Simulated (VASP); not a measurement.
Write the native input for VASP 6.6.1 that does the following.

| Property | Result |
| --- | --- |
| Task | single point |
| Functional | PBE |
| Dispersion | D3(BJ) |
| Potentials or basis | VASP PAW PBE potentials, release 64 (Sn_d, O) |
| Cutoff | 520 eV |
| k mesh | 7 × 7 × 1 |
| Occupations | gaussian, width 0.05 eV |
| Spin | no spin polarisation |
| Dipole correction | yes |
| Further INCAR settings | ALGO = Normal; EDIFF = 1e-06; NBANDS = 50; NELMDL = -8 |

The structure of SnO lies in POSCAR:

```
SnO
1.0
    3.8201708766      0.0000000000      0.0000000000
    0.0000000000      3.8201708766      0.0000000000
    0.0000000000      0.0000000000     22.2260720666
Sn O
4 4
Direct
    0.5000000000      0.0000000000      0.2024649244
    0.0000000000      0.5000000000      0.3087831270
    0.0000000000      1.0000000000      0.4797535076
    0.5000000000      0.5000000000      0.5860717102
    0.0000000000      0.0000000000      0.2556240257
    0.5000000000      0.5000000000      0.2556240257
    0.5000000000      1.0000000000      0.5329126089
    0.0000000000      0.5000000000      0.5329126089
```

This cell differs from its parent crystal: layers slid over each other.

One way to write it, as run:

INCAR

```
SYSTEM = SnO
PREC = Accurate ; ENCUT = 520
EDIFF = 1E-6 ; ISMEAR = 0
SIGMA = 0.05 ; LREAL = .False.
LASPH = .True. ; NELM = 120
ALGO = Normal ; ISIF = 2
LWAVE = .False. ; LCHARG = .False.
LDIPOL = .True. ; IDIPOL = 3
DIPOL = 0.5 0.5 0.394 ; GGA = PE
IVDW = 12 ; NBANDS = 50
GGA_COMPAT = .False. ; NELMDL = -8
```

KPOINTS

```
Automatic mesh
0
Gamma
  7 7 1
  0 0 0
```

Potentials or basis: VASP PAW PBE potentials, release 64 (Sn_d, O).

Run with:

```bash
$ cat potpaw_PBE.64/Sn_d/POTCAR potpaw_PBE.64/O/POTCAR > POTCAR
$ mpirun -np 1 vasp_std > vasp.out
```

It gave:

```
Largest force              : 0.092 eV/Å
Band gap on the k mesh     : 2.14 eV (least direct gap 2.34 eV)
Dispersion energy per atom : -0.159 eV
```

Caveat: the cell differs from its parent crystal (layers slid over each other); spin-orbit coupling is left out, which moves the levels of the heavy elements.

Wall time 11 min on 1 thread of Oxide Virtual Turin-like Processor (shared host), peak memory 0.43 GiB.
